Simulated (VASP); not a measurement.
# AlN (Cmc2_1) in VASP: a series of runs

The runs below take AlN through single point, with r2SCAN.

Everything below comes from runs of VASP 6.6.1. Logs are shortened: lines on timing, memory, paths and dates and some standing lists are left out, and cuts for length are marked.

## Step 1: The cell of the first run

Symmetry: Cmc2_1, No. 36, orthorhombic system. Conventional cell: a = 3.200 Å, b = 5.219 Å, c = 4.978 Å, α = 90.00°, β = 90.00°, γ = 90.00°. Al (site symmetry m) has 4 N at 1.84 to 1.91 Å within 2.4 Å. Within 2.4 Å of N (site symmetry m) lie 4 Al at 1.84 to 1.91 Å.

## Step 2: Single point, r2SCAN (strain +0.0300 x Voigt [1, -1, 0, 0, 0, 0])

POSCAR

```
AlN
1.0
    3.1998652988      0.0000000000      0.0000000000
   -1.5999326494      2.6097375712      0.0000000000
    0.0000000000      0.0000000000      4.9784048354
Al N
2 2
Direct
    0.3333333333      0.6666666667      0.0016929024
    0.6666666667      0.3333333333      0.5016929024
    0.3333333333      0.6666666667      0.3833070976
    0.6666666667      0.3333333333      0.8833070976
```

INCAR.step1

```
SYSTEM = AlN
PREC = Accurate
ENCUT = 520
ISMEAR = 0
SIGMA = 0.05
LREAL = .False.
LASPH = .True.
NELM = 80
NBANDS = 16
GGA = PE
ALGO = Normal
EDIFF = 1E-4
LWAVE = .True.
LCHARG = .False.
```

INCAR.step2

```
SYSTEM = AlN
PREC = Accurate
ENCUT = 520
EDIFF = 1E-7
ISMEAR = 0
SIGMA = 0.05
LREAL = .False.
LASPH = .True.
NELM = 80
ALGO = Normal
ISIF = 2
LWAVE = .False.
LCHARG = .True.
METAGGA = R2SCAN
LMIXTAU = .True.
LELF = .True.
LVHAR = .True.
NBANDS = 16
ISTART = 1
```

KPOINTS

```
regular mesh
0
Gamma
  12 12 6
  0 0 0
```

Potentials or basis: VASP PAW PBE potentials, release 64 (Al, N).

Launch:

```
$ cat potpaw_PBE.64/Al/POTCAR potpaw_PBE.64/N/POTCAR > POTCAR
$ cp INCAR.step1 INCAR
$ mpirun -np 1 vasp_std > vasp.out
$ cp INCAR.step2 INCAR
$ mpirun -np 1 vasp_std > vasp.out
```

OUTCAR:

```text
SYSTEM = AlN
   PREC = Accurate
   ENCUT = 520
   EDIFF = 1E-7
   ISMEAR = 0
   LREAL = .False.
   LASPH = .True.
   NELM = 80
   ISIF = 2
   METAGGA = R2SCAN
   ISTART = 1

 ion  position               nearest neighbor table
   1  0.333  0.667  0.002-   4 1.84   3 1.90   4 1.91   4 1.91   2 3.04   2 3.04   2 3.08   2 3.08
                             2 3.08   2 3.08
   2  0.667  0.333  0.502-   3 1.84   4 1.90   3 1.91   3 1.91   1 3.04   1 3.04   1 3.08   1 3.08
                             1 3.08   1 3.08
   3  0.333  0.667  0.383-   2 1.84   1 1.90   2 1.91   2 1.91
   4  0.667  0.333  0.883-   1 1.84   2 1.90   1 1.91   1 1.91

  Warning from LATTYP: Monoclinic adjustment (A1->A3, A2->A1, A3->A2)!
  LATTYP: Found a base centered orthorhombic cell.
 ALAT       =     3.1998652988
 B/A-ratio  =     1.6311546440
 C/A-ratio  =     1.5558170018

  Lattice vectors:

 A1 = (   1.5999326494,  -2.6097375712,   0.0000000000)
 A2 = (   1.5999326494,   2.6097375712,   0.0000000000)
 A3 = (   0.0000000000,   0.0000000000,   4.9784048354)

Analysis of symmetry for initial positions (statically):
=====================================================================
 Subroutine PRICEL returns:
 Original cell was already a primitive cell.

 Routine SETGRP: Setting up the symmetry group for a
 base centered orthorhombic supercell.

 Subroutine GETGRP returns: Found  4 space group operations
 (whereof  2 operations were pure point group operations)
 out of a pool of  8 trial point group operations.

The static configuration has the point symmetry C_1h.
 The point group associated with its full space group is C_2v.

Analysis of symmetry for dynamics (positions and initial velocities):
=====================================================================
 Subroutine PRICEL returns:
 Original cell was already a primitive cell.

 Routine SETGRP: Setting up the symmetry group for a
 base centered orthorhombic supercell.

 Subroutine GETGRP returns: Found  4 space group operations
 (whereof  2 operations were pure point group operations)
 out of a pool of  8 trial point group operations.

The dynamic configuration has the point symmetry C_1h.
 The point group associated with its full space group is C_2v.

 Subroutine INISYM returns: Found  4 space group operations
 (whereof  2 operations are pure point group operations),
 and found     1 'primitive' translations

----------------------------------------------------------------------------------------

                                     Primitive cell

  volume of cell :      41.5737

  direct lattice vectors                    reciprocal lattice vectors
     3.199865299  0.000000000  0.000000000     0.312513155  0.191590145  0.000000000
    -1.599932649  2.609737571  0.000000000     0.000000000  0.383180290  0.000000000
     0.000000000  0.000000000  4.978404835     0.000000000  0.000000000  0.200867554

  length of vectors
     3.199865299  3.061129640  4.978404835     0.366566850  0.383180290  0.200867554

  position of ions in fractional coordinates (direct lattice)
     0.333333333  0.666666667  0.001692902
     0.666666667  0.333333333  0.501692902
     0.333333333  0.666666667  0.383307098
     0.666666667  0.333333333  0.883307098

  ion indices of the primitive-cell ions
   primitive index   ion index
                 1           1
                 2           2
                 3           3
                 4           4

----------------------------------------------------------------------------------------

 KPOINTS: regular mesh

Automatic generation of k-mesh.
 Grid dimensions read from file:
 generate k-points for:   12   12    6

 Generating k-lattice:

  Cartesian coordinates                     Fractional coordinates (reciprocal lattice)
     0.026042763  0.015965845  0.000000000     0.083333333  0.000000000  0.000000000
     0.000000000  0.031931691  0.000000000     0.000000000  0.083333333  0.000000000
     0.000000000  0.000000000  0.033477926     0.000000000  0.000000000  0.166666667

  Length of vectors
     0.030547238  0.031931691  0.033477926

  Shift w.r.t. Gamma in fractional coordinates (k-lattice)
     0.000000000  0.000000000  0.000000000

 Subroutine IBZKPT returns following result:
 ===========================================

 Found    172 irreducible k-points:

 Following reciprocal coordinates:
            Coordinates               Weight
  0.000000  0.000000  0.000000      1.000000
  0.083333  0.000000  0.000000      4.000000
  0.166667  0.000000  0.000000      4.000000
  0.250000  0.000000  0.000000      4.000000
  0.333333  0.000000  0.000000      4.000000
  0.416667 -0.000000  0.000000      4.000000
[... 16 lines left out ...]
  0.333333  0.166667  0.000000      4.000000
  0.416667  0.166667  0.000000      4.000000
 [... further k-points ...]
   k-points           NKPTS =    172   k-points in BZ     NKDIM =    172   number of bands    NBANDS=     16
   number of dos      NEDOS =    301   number of ions     NIONS =      4
   total plane-waves  NPLWV =  23040
   dimension x,y,z NGX =    24 NGY =   24 NGZ =   40
   dimension x,y,z NGXF=    48 NGYF=   48 NGZF=   80
   ions per type =               2   2
   NGX,Y,Z   is equivalent  to a cutoff of  12.47, 13.03, 13.36 a.u.
   NGXF,Y,Z  is equivalent  to a cutoff of  24.94, 26.07, 26.71 a.u.
 SYSTEM =  AlN
   PREC   = accura    normal or accurate (medium, high low for compatibility)
   ISTART =      1    job   : 0-new  1-cont  2-samecut
   ICHARG =      0    charge: 1-file 2-atom 10-const
   ISPIN  =      1    spin polarized calculation?
   LNONCOLLINEAR =      F non collinear calculations
   LSORBIT =      F    spin-orbit coupling
   LASPH  =      T    aspherical Exc in radial PAW
   ENCUT  =  520.0 eV  38.22 Ry    6.18 a.u.   5.95  5.69  9.26*2*pi/ulx,y,z
   NELM   =     80;   NELMIN=  2; NELMDL=  0     # of ELM steps
   EDIFF  = 0.1E-06   stopping-criterion for ELM
   LREAL  =      F    real-space projection
   EDIFFG = 0.1E-05   stopping-criterion for IOM
   NSW    =      0    number of steps for IOM
   IBRION =     -1    ionic relax: 0-MD 1-quasi-New 2-CG
   NFREE  =      0    steps in history (QN), initial steepest desc. (CG)
   ISIF   =      2    stress and relaxation
   ISYM   =      2    0-nonsym 1-usesym 2-fastsym
   POTIM  = 0.5000    time-step for ionic-motion
   TEBEG  =    0.0;   TEEND  =   0.0 temperature during run
   PSTRESS=    0.0 pullay stress
   NELECT =      16.0000    total number of electrons
   NUPDOWN=      -1.0000    fix difference up-down
   EMIN   =  10.00;   EMAX   =-10.00  energy-range for DOS
   EFERMI =   0.00;   METHOD = LEGACY
   ISMEAR =     0;   SIGMA  =   0.05  broadening in eV -4-tet -1-fermi 0-gaus
   EFERMI_NEDOS =   21; number of points for ismear=-14 and -15
   IALGO  =     38    algorithm
   IMIX   =      4    mixing-type and parameters
     AMIX     =   0.40;   BMIX     =  1.00
     AMIX_MAG =   1.60;   BMIX_MAG =  1.00
  volume/ion in A,a.u.               =      10.39        70.14
  Fermi-wavevector in a.u.,A,eV,Ry     =   1.190808  2.250302 19.293398  1.418025
  Thomas-Fermi vector in A             =   2.326885
   LORBIT       =      0    0 simple, 1 ext, 2 COOP (PROOUT), +10 PAW based schemes
   METAGGA = R2SCAN    functional components
   LHFCALC =     F    Hartree Fock is set to
   AEXX    =    0.0000 exact exchange contribution
   IVDW    =     0    specifies the selected vdW correction
   LEPSILON=     F    determine dielectric tensor
   LRPA    =     F    only Hartree local field effects (RPA)
 non-spin polarized calculation
 Gauss-broadening in eV      SIGMA  =   0.05
  energy-cutoff  :      520.00
  volume of cell :       41.57
 maximum number of plane-waves:      1136
   NGX = 11   NGY = 11   NGZ = 19

 number of electron      16.0000000 magnetization

 Free energy of the ion-electron system (eV)
  ---------------------------------------------------
  ext. energy  EPLUGINS =         0.00000000
  ---------------------------------------------------
  free energy    TOTEN  =       -38.36842386 eV

  energy without entropy =      -38.36842386  energy(sigma->0) =      -38.36842386

 E-fermi :   6.1407     XC(G=0): -11.4210

 val. band max:        5.9295741615   @ k =   0.0000   0.0000   0.0000
 cond. band min:      10.8182588867   @ k =   0.0000   0.0000   0.0000
 fundamental gap:      4.8886847251
 Fermi energy:         6.1407075838

 k-point     1 :       0.0000    0.0000    0.0000
  band No.  band energies     occupation
      1     -10.0595      2.00000
      2      -7.9369      2.00000
      3      -0.1484      2.00000
      4       4.9015      2.00000
      5       5.1949      2.00000
      6       5.5747      2.00000
[... 8 lines left out ...]
     15      19.8698      0.00000
     16      20.7926      0.00000

 k-point     2 :       0.0833    0.0000    0.0000
  band No.  band energies     occupation
      1      -9.9731      2.00000
      2      -7.8889      2.00000
      3      -0.0439      2.00000
      4       4.5304      2.00000
      5       4.9935      2.00000
      6       5.2845      2.00000
[... 8 lines left out ...]
     15      19.8903      0.00000
     16      20.1802      0.00000

 k-point     3 :       0.1667    0.0000    0.0000
  band No.  band energies     occupation
      1      -9.7221      2.00000
      2      -7.7586      2.00000
      3       0.2639      2.00000
      4       3.5125      2.00000
      5       4.3752      2.00000
      6       4.7960      2.00000
[... 8 lines left out ...]
     15      19.5720      0.00000
     16      19.9463      0.00000

 k-point     4 :       0.2500    0.0000    0.0000
  band No.  band energies     occupation
      1      -9.3334      2.00000
      2      -7.5876      2.00000
      3       0.7552      2.00000
      4       2.3240      2.00000
      5       3.4209      2.00000
      6       4.4865      2.00000
[... 8 lines left out ...]
     15      19.2944      0.00000
     16      20.5508      0.00000
[... 324 lines left out ...]
 k-point    22 :       0.2500    0.1667    0.0000
  band No.  band energies     occupation
      1      -8.5998      2.00000
      2      -7.3651      2.00000
      3       1.3971      2.00000
      4       1.7456      2.00000
      5       2.1995      2.00000
      6       3.6988      2.00000
[... 8 lines left out ...]
     15      19.2780      0.00000
     16      21.8377      0.00000

 k-point    23 :       0.3333    0.1667    0.0000
  band No.  band energies     occupation
      1      -8.1863      2.00000
      2      -7.3713      2.00000
      3       0.7852      2.00000
      4       1.9514      2.00000
      5       2.3854      2.00000
      6       3.2510      2.00000
[... 8 lines left out ...]
     15      19.0848      0.00000
     16      21.8480      0.00000

 k-point    24 :       0.4167    0.1667    0.0000
  band No.  band energies     occupation
      1      -8.0180      2.00000
      2      -7.4180      2.00000
      3       0.6000      2.00000
      4       1.9211      2.00000
      5       2.6947      2.00000
      6       3.0362      2.00000
[... 8 lines left out ...]
     15      19.7474      0.00000
     16      21.8467      0.00000

 [... further k-points ...]
[... 5 lines left out ...]
  --------------------------------------------------------------------------------------
  -------------------------------------------------------------------------------------
  Total       -2.7737548      3.0608379     -0.0813250      0.0000000      0.0000000      0.0000000
  in kB     -106.8956185    117.9592965     -3.1341231      0.0000000      0.0000000      0.0000000
  external PRESSURE =       2.6431849 kB  Pullay stress =       0.0000000 kB

 VOLUME and BASIS-vectors are now :
 -----------------------------------------------------------------------------
  energy-cutoff  :      520.00
  volume of cell :       41.57
      direct lattice vectors                 reciprocal lattice vectors
     3.199865299  0.000000000  0.000000000     0.312513155  0.191590145  0.000000000
    -1.599932649  2.609737571  0.000000000     0.000000000  0.383180290  0.000000000
     0.000000000  0.000000000  4.978404835     0.000000000  0.000000000  0.200867554

 POSITION                                       TOTAL-FORCE (eV/Angst)
 -----------------------------------------------------------------------------------
     -0.00000      1.73983      0.00843         0.000000     -0.609779      0.049815
      1.59993      0.86991      2.49763         0.000000      0.609779      0.049815
     -0.00000      1.73983      1.90826         0.000000     -0.715155     -0.049815
      1.59993      0.86991      4.39746         0.000000      0.715155     -0.049815
 -----------------------------------------------------------------------------------
    total drift:                                0.000000      0.000000      0.000516

  FREE ENERGIE OF THE ION-ELECTRON SYSTEM (eV)
  ---------------------------------------------------
  free  energy   TOTEN  =       -38.3684238630 eV

  energy  without entropy=      -38.3684238630  energy(sigma->0) =      -38.36842386
```

Wall time 4.3 min (1 thread of AMD EPYC 9R45 (Zen 5), shared host); peak memory 0.2 GiB.

What came out:

- Free energy: -38.3684 eV
- Pressure: 0.3 GPa
- Largest force: 0.717 eV/Å
- Band gap on the k mesh: 4.89 eV, direct

Forces on the atoms (eV/Å):
```
Al   0.000 -0.610  0.050
Al   0.000  0.610  0.050
N    0.000 -0.715 -0.050
N    0.000  0.715 -0.050
```

Levels at points of the mesh, in eV from the valence-band top:
| k point | band 6 | band 7 | band 8 | band 9 | band 10 | band 11 |
| --- | --- | --- | --- | --- | --- | --- |
| (0.00, 0.00, 0.00) | -0.35 | -0.08 | 0.00 | 4.89 | 7.45 | 11.52 |
| (0.50, 0.00, 0.00) | -1.96 | -1.73 | -0.55 | 6.45 | 6.89 | 9.23 |
| (0.00, 0.50, 0.00) | -2.53 | -1.78 | -0.99 | 5.97 | 6.41 | 8.71 |
| (0.00, 0.00, 0.50) | -0.70 | -0.41 | -0.41 | 7.19 | 7.19 | 11.23 |
| (0.50, 0.00, 0.50) | -1.45 | -1.28 | -1.28 | 6.09 | 6.09 | 10.29 |
| (0.00, 0.50, 0.50) | -1.85 | -1.33 | -1.33 | 5.78 | 5.78 | 9.97 |

Caveat: the cell differs from its parent crystal (strain +0.0300 x Voigt [1, -1, 0, 0, 0, 0]); the PAW data sets were made with another functional, which shifts forces and pressure a little.

(Continued in part 2 of 2.)
